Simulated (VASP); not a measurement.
# MnS (F-43m) in VASP: a series of runs

Aim: see how the results for MnS move with the level of theory and the settings. Levels: PBE+U, r2SCAN+U, LDA. Tasks: relaxation of cell and atoms, vibrations by perturbation theory, elastic constants.

Program: VASP 6.6.1. These are calculated values, not measurements. Logs are shortened: lines on timing, memory, paths and dates and some standing lists are left out, and cuts for length are marked.

## (1) The cell of the first run

It takes space group F-43m (No. 216, cubic). The conventional cell has a = 4.947 Å, b = 4.947 Å, c = 4.947 Å, α = 90.00°, β = 90.00°, γ = 90.00°. Within 2.8 Å of Mn (site symmetry -43m) lie 4 S at 2.14 Å. Within 2.8 Å of S (site symmetry -43m) lie 4 Mn at 2.14 Å.

## (2) Relaxation of cell and atoms, PBE+U, collinear spin, ferromagnetic start

Contents of INCAR:

```
SYSTEM = MnS
ALGO = Normal
EDIFF = 1E-6
EDIFFG = -0.01
ENCUT = 600
GGA = PE
IBRION = 2
ISIF = 3
ISMEAR = -1
ISPIN = 2
LASPH = .TRUE.
LCHARG = .FALSE.
LDAU = .TRUE.
LDAUJ = 0 0
LDAUL = 2 -1
LDAUPRINT = 1
LDAUTYPE = 2
LDAUU = 1 0
LMAXMIX = 4
LORBIT = 11
LREAL = .FALSE.
LWAVE = .FALSE.
MAGMOM = 4 0
NELM = 150
NSW = 60
PREC = Accurate
SIGMA = 0.05
```

Contents of KPOINTS:

```
k-points
0
G
  9 9 9
  0 0 0
```

Contents of POSCAR:

```
MnS
1.0
    0.0000000000      2.4734634191      2.4734634191
    2.4734634191      0.0000000000      2.4734634191
    2.4734634191      2.4734634191      0.0000000000
Mn S
1 1
Direct
    0.0000000000      0.0000000000      0.0000000000
    0.7500000000      0.7500000000      0.7500000000
```

Potentials or basis: VASP PAW PBE potentials, release 64 (Mn_pv, S).

Command:

```bash
cat potpaw_PBE.64/Mn_pv/POTCAR potpaw_PBE.64/S/POTCAR > POTCAR
mpirun -np 1 vasp_std > vasp.out
```

OUTCAR:

```text
SYSTEM = MnS
   EDIFF = 1E-6
   EDIFFG = -0.01
   ENCUT = 600
   GGA = PE
   IBRION = 2
   ISIF = 3
   ISMEAR = -1
   ISPIN = 2
   LASPH = .TRUE.
   LORBIT = 11
   LREAL = .FALSE.
   NELM = 150
   NSW = 60
   PREC = Accurate

 ion  position               nearest neighbor table
   1  0.000  0.000  0.000-   2 2.14   2 2.14   2 2.14   2 2.14
   2  0.750  0.750  0.750-   1 2.14   1 2.14   1 2.14   1 2.14

  LATTYP: Found a face centered cubic cell.
 ALAT       =     4.9469268382

  Lattice vectors:

 A1 = (   0.0000000000,   2.4734634191,   2.4734634191)
 A2 = (   2.4734634191,   0.0000000000,   2.4734634191)
 A3 = (   2.4734634191,   2.4734634191,   0.0000000000)

Analysis of symmetry for initial positions (statically):
=====================================================================
 Subroutine PRICEL returns:
 Original cell was already a primitive cell.

 Routine SETGRP: Setting up the symmetry group for a
 face centered cubic supercell.

 Subroutine GETGRP returns: Found 24 space group operations
 (whereof 24 operations were pure point group operations)
 out of a pool of 48 trial point group operations.

The static configuration has the point symmetry T_d .

Analysis of symmetry for dynamics (positions and initial velocities):
=====================================================================
 Subroutine PRICEL returns:
 Original cell was already a primitive cell.

 Routine SETGRP: Setting up the symmetry group for a
 face centered cubic supercell.

 Subroutine GETGRP returns: Found 24 space group operations
 (whereof 24 operations were pure point group operations)
 out of a pool of 48 trial point group operations.

The dynamic configuration has the point symmetry T_d .

Analysis of structural, dynamic, and magnetic symmetry:
=====================================================================
 Subroutine PRICEL returns:
 Original cell was already a primitive cell.

 Routine SETGRP: Setting up the symmetry group for a
 face centered cubic supercell.

 Subroutine GETGRP returns: Found 24 space group operations
 (whereof 24 operations were pure point group operations)
 out of a pool of 48 trial point group operations.

The overall configuration has the point symmetry T_d .

 Subroutine INISYM returns: Found 24 space group operations
 (whereof 24 operations are pure point group operations),
 and found     1 'primitive' translations

----------------------------------------------------------------------------------------

                                     Primitive cell

  volume of cell :      30.2654

  direct lattice vectors                    reciprocal lattice vectors
     0.000000000  2.473463419  2.473463419    -0.202145702  0.202145702  0.202145702
     2.473463419  0.000000000  2.473463419     0.202145702 -0.202145702  0.202145702
     2.473463419  2.473463419  0.000000000     0.202145702  0.202145702 -0.202145702

  length of vectors
     3.498005513  3.498005513  3.498005513     0.350126627  0.350126627  0.350126627

  position of ions in fractional coordinates (direct lattice)
     0.000000000  0.000000000  0.000000000
     0.750000000  0.750000000  0.750000000

  ion indices of the primitive-cell ions
   primitive index   ion index
                 1           1
                 2           2

----------------------------------------------------------------------------------------

 KPOINTS: k-points

Automatic generation of k-mesh.
 Grid dimensions read from file:
 generate k-points for:    9    9    9

 Generating k-lattice:

  Cartesian coordinates                     Fractional coordinates (reciprocal lattice)
    -0.022460634  0.022460634  0.022460634     0.111111111  0.000000000  0.000000000
[... 84 lines left out ...]
 LDA+U is selected, type is set to LDAUTYPE =  2
   angular momentum for each species LDAUL =     2   -1
   U (eV)           for each species LDAUU =   1.0  0.0
   J (eV)           for each species LDAUJ =   0.0  0.0
   GGA     = PE    functional components
   LHFCALC =     F    Hartree Fock is set to
   AEXX    =    0.0000 exact exchange contribution
   IVDW    =     0    specifies the selected vdW correction
   LEPSILON=     F    determine dielectric tensor
   LRPA    =     F    only Hartree local field effects (RPA)
 conjugate gradient relaxation of ions
 spin polarized calculation
  energy-cutoff  :      600.00
  volume of cell :       30.27
 maximum number of plane-waves:      1022
   NGX = 13   NGY = 13   NGZ = 13

--------------------------------------- Ionic step        1  -------------------------------------------

 number of electron      18.9999986 magnetization       3.2228521

 Free energy of the ion-electron system (eV)
  ---------------------------------------------------
  ext. energy  EPLUGINS =         0.00000000
  ---------------------------------------------------
  free energy    TOTEN  =       -12.51337093 eV

  energy without entropy =      -12.49394214  energy(sigma->0) =      -12.50365653

------------------------ aborting loop because EDIFF is reached ----------------------------------------

  FORCE on cell =-STRESS in cart. coord.  units (eV):
  Direction    XX          YY          ZZ          XY          YZ          ZX
  --------------------------------------------------------------------------------------
  -------------------------------------------------------------------------------------
  Total        5.2313465      5.2313465      5.2313465     -0.0000000      0.0000000     -0.0000000
  in kB      276.9348416    276.9348416    276.9348416     -0.0000000      0.0000000     -0.0000000
  external PRESSURE =     276.9348416 kB  Pullay stress =       0.0000000 kB
[... 23 lines left out ...]
--------------------------------------- Ionic step        2  -------------------------------------------

 number of electron      18.9999993 magnetization      -0.9119009

 E-fermi :   4.2173     XC(G=0):  -9.4997

 val. band max:        4.2136090469   @ k =   0.4444   0.4444   0.0000
 cond. band min:       4.2301247905   @ k =   0.3333   0.3333   0.0000
 fundamental gap:      0.0165157436
 Fermi energy:         4.2172633712

 spin component 1

 k-point     1 :       0.0000    0.0000    0.0000
  band No.  band energies     occupation
      1     -43.3257      1.00000
      2     -43.3257      1.00000
      3     -43.3257      1.00000
      4      -9.6315      1.00000
      5       0.3531      1.00000
      6       0.3531      1.00000
      7       0.3532      1.00000
      8       4.9273      0.00000
      9       4.9277      0.00000
     10       5.8710      0.00000
     11       5.8710      0.00000
     12       5.8714      0.00000
[... 1026 lines left out ...]
  FREE ENERGIE OF THE ION-ELECTRON SYSTEM (eV)
  ---------------------------------------------------
  free  energy   TOTEN  =       -12.5139026368 eV

  energy  without entropy=      -12.4956394270  energy(sigma->0) =      -12.50477103

atom =   1  type =  1  l = 2

 onsite density matrix

spin component  1

  0.4169 -0.0000 -0.0000  0.0000 -0.0000
 -0.0000  0.4169 -0.0000  0.0000  0.0000
 -0.0000 -0.0000  0.6964  0.0000 -0.0000
  0.0000  0.0000  0.0000  0.4169 -0.0000
 -0.0000  0.0000 -0.0000 -0.0000  0.6964

spin component  2

  0.4288 -0.0000 -0.0000  0.0000 -0.0000
 -0.0000  0.4288 -0.0000  0.0000  0.0000
 -0.0000 -0.0000  0.7237  0.0000 -0.0000
  0.0000  0.0000  0.0000  0.4288 -0.0000
 -0.0000  0.0000 -0.0000 -0.0000  0.7237

 occupancies and eigenvectors

  o =  0.4169  v =  0.0000  0.2532 -0.0000  0.9674  0.0000  0.0000  0.0000  0.0000  0.0000  0.0000      0.0000  0.0000  0.0000  0.0000  0.0000  0.0000  0.0000  0.0000  0.0000  0.0000
  o =  0.4169  v =  0.0000 -0.9674  0.0000  0.2532 -0.0000  0.0000  0.0000  0.0000  0.0000  0.0000      0.0000  0.0000  0.0000  0.0000  0.0000  0.0000  0.0000  0.0000  0.0000  0.0000
  o =  0.4169  v =  1.0000  0.0000  0.0000  0.0000  0.0000  0.0000  0.0000  0.0000  0.0000  0.0000      0.0000  0.0000  0.0000  0.0000  0.0000  0.0000  0.0000  0.0000  0.0000  0.0000
  o =  0.4288  v =  0.0000  0.0000  0.0000  0.0000  0.0000  0.0000  0.1778 -0.0000  0.9841 -0.0000      0.0000  0.0000  0.0000  0.0000  0.0000  0.0000  0.0000  0.0000  0.0000  0.0000
  o =  0.4288  v =  0.0000  0.0000  0.0000  0.0000  0.0000  0.0000 -0.9841 -0.0000  0.1778 -0.0000      0.0000  0.0000  0.0000  0.0000  0.0000  0.0000  0.0000  0.0000  0.0000  0.0000
  o =  0.4288  v =  0.0000  0.0000  0.0000  0.0000  0.0000  1.0000  0.0000  0.0000  0.0000  0.0000      0.0000  0.0000  0.0000  0.0000  0.0000  0.0000  0.0000  0.0000  0.0000  0.0000
  o =  0.6964  v =  0.0000 -0.0000  0.2438 -0.0000  0.9698  0.0000  0.0000  0.0000  0.0000  0.0000      0.0000  0.0000  0.0000  0.0000  0.0000  0.0000  0.0000  0.0000  0.0000  0.0000
  o =  0.6964  v =  0.0000 -0.0000 -0.9698 -0.0000  0.2438  0.0000  0.0000  0.0000  0.0000  0.0000      0.0000  0.0000  0.0000  0.0000  0.0000  0.0000  0.0000  0.0000  0.0000  0.0000
  o =  0.7237  v =  0.0000  0.0000  0.0000  0.0000  0.0000  0.0000 -0.0000 -0.0204 -0.0000  0.9998      0.0000  0.0000  0.0000  0.0000  0.0000  0.0000  0.0000  0.0000  0.0000  0.0000
  o =  0.7237  v =  0.0000  0.0000  0.0000  0.0000  0.0000  0.0000 -0.0000 -0.9998 -0.0000 -0.0204      0.0000  0.0000  0.0000  0.0000  0.0000  0.0000  0.0000  0.0000  0.0000  0.0000

--------------------------------------- Ionic step        7  -------------------------------------------

 number of electron      18.9999998 magnetization      -0.0995982

 Free energy of the ion-electron system (eV)
  ---------------------------------------------------
  ext. energy  EPLUGINS =         0.00000000
  ---------------------------------------------------
  free energy    TOTEN  =       -12.51430839 eV

  energy without entropy =      -12.49602608  energy(sigma->0) =      -12.50516724

 E-fermi :   7.0608     XC(G=0): -11.0858

 val. band max:        7.0382943516   @ k =   0.4444   0.0000   0.0000
 cond. band min:       7.0739392629   @ k =   0.4444   0.3333   0.0000
 fundamental gap:      0.0356449113
 Fermi energy:         7.0607518102

 spin component 1

 k-point     1 :       0.0000    0.0000    0.0000
  band No.  band energies     occupation
      1     -40.4943      1.00000
      2     -40.4943      1.00000
      3     -40.4943      1.00000
      4      -8.0271      1.00000
      5       2.5848      1.00000
      6       2.5849      1.00000
      7       2.5849      1.00000
      8       6.3025      1.00000
      9       6.3026      1.00000
     10      10.7546      0.00000
     11      10.7546      0.00000
     12      10.7546      0.00000
[... 882 lines left out ...]
  FREE ENERGIE OF THE ION-ELECTRON SYSTEM (eV)
  ---------------------------------------------------
  free  energy   TOTEN  =       -12.5143083931 eV

  energy  without entropy=      -12.4960260821  energy(sigma->0) =      -12.50516724

 reached required accuracy - stopping structural energy minimisation

 total charge

# of ion       s       p       d       tot
------------------------------------------
    1        0.341   6.297   5.341  11.979
    2        1.320   2.422   0.000   3.742
--------------------------------------------------
tot          1.661   8.719   5.341  15.720

 magnetization (x)

# of ion       s       p       d       tot
------------------------------------------
    1       -0.004  -0.002  -0.090  -0.095
    2        0.000   0.003   0.000   0.003
--------------------------------------------------
tot         -0.003   0.001  -0.090  -0.092
```

Wall time 8.2 min (1 thread of Intel Xeon 8259CL, shared host); peak memory 0.2 GiB.

Results:

```yaml
Free_energy: -12.5143 eV
Relaxed_volume: 15.57 Å³/atom
Relaxed_cell: a = 3.531 Å, b = 3.531 Å, c = 3.531 Å, α = 60.00°, β = 60.00°, γ = 60.00°
Space_group_after_relaxing_to_0.05_Å: F-43m (No. 216)
Energy_gained_by_relaxing: 0.5 meV/atom
Ionic_steps: 7
Pressure_after_relaxing: 0.0 GPa
Net_moment: -0.10 μB per cell
Site_moments: Mn -0.10; S +0.00 μB
Valence_electrons_inside_the_program's_atomic_spheres: Mn 11.98; S 3.74
```

Step by step:
```
step  energy change (eV)  largest force (eV/Å)  pressure (GPa)  volume (Å³)
   1              0.0000                0.0000           27.69        30.27
   2              0.8565                0.0000          -14.35        43.23
   3              0.3809                0.0000          -13.53        37.34
   4              0.1231                0.0000          -10.48        34.56
   5              0.0173                0.0000           -4.56        32.37
   6             -0.0005                0.0000           -0.72        31.30
   7             -0.0009                0.0000           -0.04        31.14
```

Final structure:
```yaml
crystal:
  lattice:
    - [0.00000, 2.49702, 2.49702]
    - [2.49702, 0.00000, 2.49702]
    - [2.49702, 2.49702, 0.00000]
  atoms:
    - { symbol: Mn, position: [0.00000, 0.00000, 0.00000] }
    - { symbol: S, position: [0.75000, 0.75000, 0.75000] }
```

Levels at points of the mesh, in eV from the Fermi level:
Spin up:
| k point | band 6 | band 7 | band 8 | band 9 | band 10 | band 11 | band 12 | band 13 |
| --- | --- | --- | --- | --- | --- | --- | --- | --- |
| (0.00, 0.00, 0.00) | -4.48 | -4.48 | -0.76 | -0.76 | 3.69 | 3.69 | 3.69 | 3.70 |
Spin down:
```
           k point  band 5  band 6  band 7  band 8  band 9  band 10  band 11  band 12  band 13  band 14
(0.00, 0.00, 0.00)   -4.51   -4.51   -4.51   -0.88   -0.88     3.64     3.64     3.64     3.68     7.89
```

Eigenvalues of the final occupation matrices:
| site | spin | trace | eigenvalues |
| --- | --- | --- | --- |
| site 1 d | 1 | 2.64 | 0.42 0.42 0.42 0.70 0.70 |
| site 1 d | 2 | 2.73 | 0.43 0.43 0.43 0.72 0.72 |

Caveat: the moment fell far below its start of 4 μB, so a state of higher moment may lie lower in energy.

[end of part 1 of 3]
